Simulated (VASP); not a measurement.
Wanted: the native input for a VASP 6.6.1 run.

* Task: relaxation of cell and atoms
* Functional: PBEsol
* Potentials or basis: VASP PAW PBE potentials, release 64 (Ga_d, N)
* Cutoff: 600 eV
* k mesh: 10 × 10 × 10
* Occupations: gaussian, width 0.01 eV
* Spin: no spin polarisation
* Target pressure: 20 GPa
* Dipole correction: no
* Further INCAR settings: ALGO = Normal; EDIFF = 1e-06; IBRION = 2; EDIFFG = -0.001; NSW = 80; ISIF = 3

The structure of GaN lies in POSCAR:

```
GaN
1.0
    0.0000000000      2.2490690278      2.2490690278
    2.2490690278      0.0000000000      2.2490690278
    2.2490690278      2.2490690278      0.0000000000
Ga N
1 1
Direct
    0.0000000000      0.0000000000      0.0000000000
    0.7500000000      0.7500000000      0.7500000000
```

These files were run (other wordings do the same):

INCAR

```
SYSTEM = GaN
  PREC = Accurate
  ENCUT = 600
  EDIFF = 1E-6
  ISMEAR = 0
  SIGMA = 0.01
  LREAL = .False.
  LASPH = .True.
  NELM = 100
  ALGO = Normal
  ISIF = 3
  LWAVE = .False.
  LCHARG = .False.
  GGA = PS
  IBRION = 2
  NSW = 80
  EDIFFG = -0.001
  PSTRESS = 200.0
```

KPOINTS

```
Automatic mesh
0
Gamma
  10 10 10
  0 0 0
```

Potentials or basis: VASP PAW PBE potentials, release 64 (Ga_d, N).

The run is started by

```bash
$ cat potpaw_PBE.64/Ga_d/POTCAR potpaw_PBE.64/N/POTCAR > POTCAR
$ mpirun -np 1 vasp_std > vasp.out
```

It gave:

* Relaxed volume: 10.40 Å³/atom
* Relaxed cell: a = 3.087 Å, b = 3.087 Å, c = 3.087 Å, α = 60.00°, β = 60.00°, γ = 60.00°
* Space group after relaxing (to 0.05 Å): F-43m (No. 216)
* Energy change on relaxing (the enthalpy is what falls): +55.2 meV/atom
* Ionic steps: 11
* Pressure after relaxing: 20.0 GPa
* Band gap on the k mesh: 2.30 eV, direct

Caveat: the cell is relaxed towards a set pressure, so the enthalpy falls and the energy may rise; the PAW data sets were made with another functional, which shifts forces and pressure a little.

It took 66 s on 1 thread of Intel(R) Xeon(R) Platinum 8488C (Sapphire Rapids), with other jobs on the host, peak memory 0.17 GiB.
